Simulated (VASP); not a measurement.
Mg2ZnO3: single point with LDA

Crystal: Mg2ZnO3.

```
Mg Zn O
1.0
     3.03300    0.00000    0.00000
    -1.51650    2.62665    0.00000
     0.00000    0.00000    7.40332
Mg Zn O
2 1 3
Direct
  0.33333 0.66667 0.66580
  0.66667 0.33333 0.33420
  0.00000 0.00000 0.00000
  0.33333 0.66667 0.17262
  0.66667 0.33333 0.82738
  0.00000 0.00000 0.50000
```

```json
{
  "Program": "VASP 6.6.1",
  "Task": "single point",
  "Functional": "LDA",
  "Potentials or basis": "VASP PAW LDA potentials, release 64 (Mg, Zn, O)",
  "Cutoff": "600 eV",
  "k mesh": "8 × 8 × 3",
  "Occupations": "gaussian, width 0.01 eV",
  "Spin": "no spin polarisation",
  "Dipole correction": "no",
  "Further INCAR settings": "ALGO = Normal; EDIFF = 1e-06; NBANDS = 26"
}
```

```json
{
 "Pressure": "-13.1 GPa",
 "Largest force": "0.141 eV/Å",
 "Band gap on the k mesh": "2.85 eV (least direct gap 2.92 eV)"
}
```

Forces on the atoms (eV/Å):
```
Mg   0.000  0.000  0.026
Mg   0.000  0.000 -0.026
Zn   0.000  0.000  0.000
O    0.000  0.000 -0.141
O    0.000  0.000  0.141
O    0.000  0.000  0.000
```

Stress tensor (GPa, compression positive):
```
-13.05   0.00   0.00
  0.00 -13.05   0.00
  0.00   0.00 -13.23
```

Levels at points of the mesh, in eV from the valence-band top:
```
           k point  band 15  band 16  band 17  band 18  band 19  band 20
(0.00, 0.00, 0.00)    -0.41    -0.07    -0.07     2.85     6.23     6.50
(0.50, 0.00, 0.00)    -1.13    -0.74    -0.36     6.25     7.32     8.44
```

Run time: 24 s on 1 thread of AMD EPYC 9R45 96-Core Processor (Zen 5), on a shared host, peak memory 0.15 GiB.

Caveat: the cell stands under tension; an odd mesh through Γ misses points on the zone boundary, where band edges can lie.
